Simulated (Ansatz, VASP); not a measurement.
# AlNi: VASP beside Ansatz

```xyz
2
Lattice="2.8810 0.0000 0.0000 0.0000 2.8810 0.0000 0.0000 0.0000 2.6505" Properties=species:S:1:pos:R:3 pbc="T T T"
Al    0.0000    0.0000    0.0000
Ni    1.4405    1.4405    1.3253
```

Change from the starting cell: strain +0.000 along x and y, -0.080 along z, atoms carried along.

Alike in both runs: task single point; functional PBEsol; k mesh 16 × 16 × 16; occupations gaussian, width 0.15 eV; no spin polarisation.

|  | VASP | Ansatz |
| --- | --- | --- |
| version | VASP 6.6.1 | Ansatz 0.2.0 |
| potentials or method | VASP PAW PBE potentials, release 64 (Al, Ni), cutoff 520 eV | scalar-relativistic, plane waves, PAW |
| valence electrons in the cell | 13 | 21 |

```tsv
	VASP	Ansatz	Ansatz less VASP
gap on the k mesh at the Fermi level (eV)	none	none	-
pressure (GPa)	13.1	13.2	+0.12
traceless stress, the component that is largest in VASP (GPa)	7.12	6.99	-0.124
```

VASP's potentials were made for PBE, not for PBEsol. A gap of «none» marks a metal or a gap that the smearing closes. With one functional, cell and mesh, what is left measures potentials, basis and numerics. VASP's potentials hold 13 valence electrons a cell and Ansatz's 21, so a difference there can come from the potentials and not from the codes.
